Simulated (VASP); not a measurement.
Input of a VASP 6.6.1 run:

File INCAR:

```
SYSTEM = Ta9Al
PREC     = Accurate       ! precision mode
ENCUT    = 520            ! plane-wave cutoff, eV
EDIFF    = 1E-6           ! SCF threshold, eV
ISMEAR   = 0              ! smearing method
SIGMA    = 0.1            ! smearing width, eV
LREAL    = Auto         
LASPH    = .TRUE.         ! aspherical terms in the spheres
NELM     = 60             ! most SCF steps
ALGO     = Fast           ! electronic algorithm
ISIF     = 2              ! what is computed and relaxed
LWAVE    = .FALSE.        ! write WAVECAR
LCHARG   = .FALSE.        ! write CHGCAR
GGA      = PE             ! functional
ISYM     = 0            
NBANDS   = 118            ! bands
```

Contents of KPOINTS:

```
regular mesh
0
G
  3 3 3
  0 0 0
```

POSCAR

```
Ta9Al
1.0
   -4.9544402519      4.9566601380     -1.6594339540
   -4.9597914219     -1.6638731956      4.9599209971
    1.6593989446      4.9566693793      4.9545789337
Al Ta
2 18
Direct
    0.1992913886      0.2080588081      0.2000031475
    0.3001066029      0.7945339961      0.3008262945
   -0.0005960524      1.0005699974      0.0001224020
    0.4960591592      0.5012877292      0.0040531264
    0.6019359520      0.1020494915      0.1024250117
    0.0961495347      0.6060597920      0.0968704542
    0.7001548587      0.7028004299      0.1982831347
    0.7992408697      0.2997872715      0.3025471253
    0.4032469393      0.3965321214      0.4039598650
    0.4999937133      0.0020216936      0.5007059168
    0.0033371137      0.5013009555      0.4967742717
    0.1017152698      0.1020549073      0.6026506457
    0.8974609165      0.9005401542      0.3984025328
    0.5999295754      0.6014654028      0.6006446854
    0.6988807676      0.1996547624      0.6995956818
    0.1975671126      0.7028014804      0.7008737656
    0.3018292111      0.2997844528      0.7999554777
    0.8005178866      0.8029313617      0.8012354133
    0.8994674659      0.4011229836      0.9001846378
    0.3976823400      0.9005314801      0.8981768382
```

Potentials or basis: VASP PAW PBE potentials, release 64 (Al, Ta_pv).

Run with:

```console
$ cat potpaw_PBE.64/Al/POTCAR potpaw_PBE.64/Ta_pv/POTCAR > POTCAR
$ mpirun -np 1 vasp_std > vasp.out
```

Q: Estimate the largest force.

A: 0.042 eV/Å.

Q: What does it give for the band gap on the k mesh?

A: Zero (bands 102 and 103 overlap by 0.09 eV).

Q: What does it give for the pressure?

A: 0.1 GPa.

Forces on the atoms (eV/Å):
```
Al   0.023 -0.027 -0.022
Al  -0.021  0.027  0.020
Ta   0.000 -0.001 -0.001
Ta   0.004  0.000  0.005
Ta   0.008 -0.003  0.000
Ta  -0.007  0.007  0.006
Ta  -0.006  0.004  0.005
Ta   0.006 -0.003 -0.003
Ta   0.006 -0.007 -0.006
Ta  -0.001  0.000  0.002
Ta  -0.005  0.000 -0.005
Ta   0.001 -0.004 -0.007
Ta  -0.007  0.003  0.000
Ta  -0.001 -0.006  0.001
Ta  -0.001  0.001  0.001
Ta  -0.005  0.003  0.005
Ta   0.004 -0.003 -0.005
Ta   0.001 -0.001 -0.001
Ta   0.001  0.007 -0.001
Ta   0.000  0.003  0.007
```

Caveat: spin-orbit coupling is left out, which moves the levels of the heavy elements.
